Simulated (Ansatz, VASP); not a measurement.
## Two plane-wave programs on Be16CO

Contents of INCAR:

```
SYSTEM = Be16CO
  ALGO = Normal
  DIPOL = 0.5 0.5 0.312
  EDIFF = 1E-6
  ENCUT = 520
  GGA = PE
  IDIPOL = 3
  ISIF = 2
  ISMEAR = 0
  LASPH = .True.
  LCHARG = .False.
  LDIPOL = .True.
  LREAL = Auto
  LWAVE = .False.
  NBANDS = 36
  NELM = 60
  PREC = Accurate
  SIGMA = 0.1
```

The input KPOINTS:

```
k-points
0
Gamma
  6 6 1
  0 0 0
```

POSCAR

```
Be16CO
1.0
    4.5254381410      0.0000000000      0.0000000000
   -2.2627190705      3.9191443934      0.0000000000
    0.0000000000      0.0000000000     23.4761687145
Be C O
16 1 1
Direct
    0.3333333333      0.1666666667      0.1703855535
    0.3333333333      0.6666666667      0.1703855535
    0.8333333333      0.1666666667      0.1703855535
    0.8333333333      0.6666666667      0.1703855535
    0.1666666667      0.3333333333      0.2463521558
    0.1666666667      0.8333333333      0.2463521558
    0.6666666667      0.3333333333      0.2463521558
    0.6666666667      0.8333333333      0.2463521558
    0.3333333333      0.1666666667      0.3241941575
    0.3333333333      0.6666666667      0.3241941575
    0.8333333333      0.1666666667      0.3241941575
    0.8333333333      0.6666666667      0.3241941575
    0.1666666667      0.3333333333      0.4036505628
    0.1666666667      0.8333333333      0.4036505628
    0.6666666667      0.3333333333      0.4036505628
    0.6666666667      0.8333333333      0.4036505628
    0.1666666667      0.3333333333      0.4939549062
    0.2406624093      0.2593375907      0.5367467893
```

Input for Ansatz:

```yaml
crystal:
  lattice:
    - [4.525438141, 0.0, 0.0]
    - [-2.2627190705, 3.9191443934, 0.0]
    - [0.0, 0.0, 23.4761687145]
  atoms:
    - { symbol: Be, position: [0.3333333333, 0.1666666667, 0.1703855535] }
    - { symbol: Be, position: [0.3333333333, 0.6666666667, 0.1703855535] }
    - { symbol: Be, position: [0.8333333333, 0.1666666667, 0.1703855535] }
    - { symbol: Be, position: [0.8333333333, 0.6666666667, 0.1703855535] }
    - { symbol: Be, position: [0.1666666667, 0.3333333333, 0.2463521558] }
    - { symbol: Be, position: [0.1666666667, 0.8333333333, 0.2463521558] }
    - { symbol: Be, position: [0.6666666667, 0.3333333333, 0.2463521558] }
    - { symbol: Be, position: [0.6666666667, 0.8333333333, 0.2463521558] }
    - { symbol: Be, position: [0.3333333333, 0.1666666667, 0.3241941575] }
    - { symbol: Be, position: [0.3333333333, 0.6666666667, 0.3241941575] }
    - { symbol: Be, position: [0.8333333333, 0.1666666667, 0.3241941575] }
    - { symbol: Be, position: [0.8333333333, 0.6666666667, 0.3241941575] }
    - { symbol: Be, position: [0.1666666667, 0.3333333333, 0.4036505628] }
    - { symbol: Be, position: [0.1666666667, 0.8333333333, 0.4036505628] }
    - { symbol: Be, position: [0.6666666667, 0.3333333333, 0.4036505628] }
    - { symbol: Be, position: [0.6666666667, 0.8333333333, 0.4036505628] }
    - { symbol: C, position: [0.1666666667, 0.3333333333, 0.4939549062] }
    - { symbol: O, position: [0.2406624093, 0.2593375907, 0.5367467893] }
basis:
  ecutwfc: 420
kpoints:
  mp_grid: { grid: [6, 6, 1] }
hamiltonian:
  xc: pbe
scf:
  occupations: { method: gaussian, width: 0.1 }
output:
  forces: true
  eigenvalues: true
efield:
  axis: 3
  dipole_correction: true
  ramp_width: 0.04
```

Alike in both runs: task single point; functional PBE; k mesh 6 × 6 × 1; occupations gaussian, width 0.1 eV; no spin polarisation.

|  | VASP | Ansatz |
| --- | --- | --- |
| version | VASP 6.6.1 | Ansatz 0.2.0 |
| potentials or method | VASP PAW PBE potentials, release 64 (Be, C, O), cutoff 520 eV | scalar-relativistic, plane waves, PAW |
| valence electrons in the cell | 42 | 42 |

```tsv
	VASP	Ansatz	Ansatz less VASP
gap on the k mesh at the Fermi level (eV)	none	none	-
rms of the force components (eV/Å)	0.309	0.364	+0.0551
```

Atom by atom the forces differ by 0.154 eV/Å (rms over components). A gap of «none» marks a metal or a gap that the smearing closes.

Noted on VASP's run: the standard files for N, O and F lose accuracy on very short bonds.
